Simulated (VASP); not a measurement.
Write the native input for VASP 6.6.1 that does the following.

* Task: single point
* Functional: PBE
* Potentials or basis: VASP PAW PBE potentials, release 64 (Ga_d, Sn_d, O)
* Cutoff: 520 eV
* k mesh: 6 × 6 × 2
* Occupations: gaussian, width 0.1 eV
* Spin: no spin polarisation
* Dipole correction: no
* Further INCAR settings: ALGO = Normal; EDIFF = 1e-07; NBANDS = 38

The structure of Ga2SnO3 lies in POSCAR:

```
Ga2SnO3
1.0
    2.9466812136      0.0000000000      0.0000000000
    0.0000000000      2.9466812136      0.0000000000
    0.0000000000      0.0000000000     11.3439461405
Ga Sn O
2 1 3
Direct
    0.0000000000      0.0000000000     -0.0798978716
    0.5000000000      0.5000000000      0.6608992261
    0.5000000000      0.5000000000      0.1941140275
    0.0000000000      0.0000000000      0.6239926565
    0.0000000000      0.0000000000      0.2779499314
    0.5000000000      0.5000000000      0.8229409902
```

The cell was built from a structure type or drawn by symmetry, and may not be a known phase.

The input as run:

INCAR

```
PREC = Accurate ; ENCUT = 520
EDIFF = 1E-7 ; ISMEAR = 0
SIGMA = 0.1 ; LREAL = False
LASPH = True ; NELM = 80
ALGO = Normal ; ISIF = 2
LWAVE = False ; LCHARG = False
GGA = PE ; NBANDS = 38
```

KPOINTS

```
Automatic mesh
0
Gamma
  6 6 2
```

Potentials or basis: VASP PAW PBE potentials, release 64 (Ga_d, Sn_d, O).

Launch:

```bash
$ cat potpaw_PBE.64/Ga_d/POTCAR potpaw_PBE.64/Sn_d/POTCAR potpaw_PBE.64/O/POTCAR > POTCAR
$ mpirun -np 1 vasp_std > vasp.out
```

Results of the run:

* Pressure: 0.1 GPa
* Largest force: 0.082 eV/Å
* Band gap on the k mesh: zero (bands 29 and 30 overlap by 0.55 eV)

Caveat: spin-orbit coupling is left out, which moves the levels of the heavy elements.

It took 56 s on 1 thread of Intel(R) Xeon(R) 6975P-C (Granite Rapids), on a shared host, peak memory 0.24 GiB.
